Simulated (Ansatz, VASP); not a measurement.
Two plane-wave programs on Bi2Se3

INCAR

```
PREC = Accurate
ENCUT = 520
EDIFF = 1E-6
ISMEAR = -1
SIGMA = 0.05
LREAL = False
LASPH = True
NELM = 80
ALGO = Normal
ISIF = 2
LWAVE = False
LCHARG = False
GGA = RP
NBANDS = 32
```

KPOINTS

```
regular mesh
0
Gamma
  8 8 8
```

POSCAR

```
Bi2Se3
1.0
    2.0715000000      1.1959810826      9.5453333333
   -2.0715000000      1.1959810826      9.5453333333
    0.0000000000     -2.3919621653      9.5453333333
Bi Se
2 3
Direct
    0.5992000000      0.5992000000      0.5992000000
    0.4008000000      0.4008000000      0.4008000000
    0.7883000000      0.7883000000      0.7883000000
    0.2117000000      0.2117000000      0.2117000000
    0.0000000000      0.0000000000      0.0000000000
```

The input input.yaml:

```yaml
crystal:
  lattice:
    - [2.0715, 1.1959810826, 9.5453333333]
    - [-2.0715, 1.1959810826, 9.5453333333]
    - [0.0, -2.3919621653, 9.5453333333]
  atoms:
    - { symbol: Bi, position: [0.5992, 0.5992, 0.5992] }
    - { symbol: Bi, position: [0.4008, 0.4008, 0.4008] }
    - { symbol: Se, position: [0.7883, 0.7883, 0.7883] }
    - { symbol: Se, position: [0.2117, 0.2117, 0.2117] }
    - { symbol: Se, position: [0.0, 0.0, 0.0] }
hamiltonian:
  xc: rpbe
  pseudopotentials: { kind: paw }
kpoints:
  mp_grid: { grid: [8, 8, 8] }
  band_path:
    path:
      - [[0.0, 0.0, 0.0], [0.5, 0.0, 0.0], [0.5, 0.1771325325, -0.1771325325]]
      - [[0.8228674675, 0.5, 0.1771325325], [0.5, 0.5, 0.5], [0.0, 0.0, 0.0], [0.3385662663, 0.0, -0.3385662663]]
      - [[0.6614337337, 0.3385662663, 0.0], [0.5, 0.5, 0.0], [0.6614337337, 0.6614337337, 0.1771325325], [0.5, 0.5, 0.5]]
      - [[0.5, 0.0, 0.0], [0.8228674675, 0.3385662663, 0.3385662663]]
    npoints: 14
scf:
  occupations: { method: fermi_dirac, width: 0.05 }
  n_extra_bands: 12
output:
  forces: true
  stress: true
  eigenvalues: true
  fatbands: false
```

Alike in both runs: functional RPBE; k mesh 8 × 8 × 8; occupations fermi-dirac, width 0.05 eV; no spin polarisation.

|  | VASP | Ansatz |
| --- | --- | --- |
| version | VASP 6.6.1 | Ansatz 0.2.0 |
| potentials or method | VASP PAW PBE potentials, release 64 (Bi_d, Se) | Ansatz PAW |
| plane-wave cutoff (eV) | 520 | 420 |
| valence electrons in the cell | 48 | 78 |
| task | single point | band structure |

|  | VASP | Ansatz | Ansatz less VASP |
| --- | --- | --- | --- |
| gap on the k mesh at the Fermi level (eV) | 0.29 | 0.29 | +0.002 |
| least direct gap on the mesh (eV) | 0.29 | 0.29 | +0.002 |
| pressure (GPa) | 4.2 | 4.2 | -0.01 |
| traceless stress, the component that is largest in VASP (GPa) | 0.09 | 0.09 | 0.000 |
| rms of the force components (eV/Å) | 0.087 | 0.082 | -0.0051 |

VASP's potentials were made for PBE, not for RPBE. Atom by atom the forces differ by 0.005 eV/Å (rms over components). The functional is the same, so the differences come from potentials, cutoffs and numerics. VASP's potentials hold 48 valence electrons a cell and Ansatz's 78, so a difference there can come from the potentials and not from the codes.

Neither program's run includes spin-orbit coupling.
